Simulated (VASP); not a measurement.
Set up this calculation in VASP 6.6.1, as the native input.

```yaml
Task: single point
Functional: PBEsol
Potentials_or_basis: VASP PAW PBE potentials, release 64 (Ti_sv, Al)
Cutoff: 520 eV
k_mesh: 15 × 15 × 6
Occupations: gaussian, width 0.15 eV
Spin: no spin polarisation
Dipole_correction: no
Further_INCAR_settings: ALGO = Fast; EDIFF = 1e-06; NBANDS = 28
```

The structure of Ti3Al lies in POSCAR:

```
Ti3Al
1.0
    2.8954756449      0.0000000000      0.0000000000
   -1.4477378224      2.5075554645      0.0000000000
    0.0000000000      0.0000000000      9.1383350122
Ti Al
3 1
Direct
    0.6666666667      0.3333333333      0.0000000000
    0.3333333333      0.6666666667      0.7402302947
    0.3333333333      0.6666666667      0.2597697053
    0.6666666667      0.3333333333      0.5000000000
```

This cell differs from its parent crystal: atoms shifted along a free coordinate, c/a of the conventional cell at fixed volume 3.1561.

The input as run:

INCAR

```
PREC     = Accurate       # precision mode
ENCUT    = 520            # plane-wave cutoff, eV
EDIFF    = 1E-6           # SCF threshold, eV
ISMEAR   = 0              # smearing method
SIGMA    = 0.15           # smearing width, eV
LREAL    = False          # projectors in reciprocal space
LASPH    = True           # aspherical terms in the spheres
NELM     = 100            # most SCF steps
ALGO     = Fast           # electronic algorithm
ISIF     = 2              # what is computed and relaxed
LWAVE    = False          # write WAVECAR
LCHARG   = False          # write CHGCAR
GGA      = PS             # functional
NBANDS   = 28             # bands
```

KPOINTS

```
Automatic mesh
0
Gamma
  15 15 6
```

Potentials or basis: VASP PAW PBE potentials, release 64 (Ti_sv, Al).

Run with:

```bash
$ cat potpaw_PBE.64/Ti_sv/POTCAR potpaw_PBE.64/Al/POTCAR > POTCAR
$ mpirun -np 1 vasp_std > vasp.out
```

It gave:

```
Pressure               : 0.1 GPa
Largest force          : 0.817 eV/Å
Band gap on the k mesh : zero (an odd number of electrons rules out a gap without spin polarisation)
```

Caveat: the PAW data sets were made with another functional, which shifts forces and pressure a little.

Run time: 18 min on 1 thread of Intel Xeon 8259CL, on a shared host, peak memory 0.32 GiB.
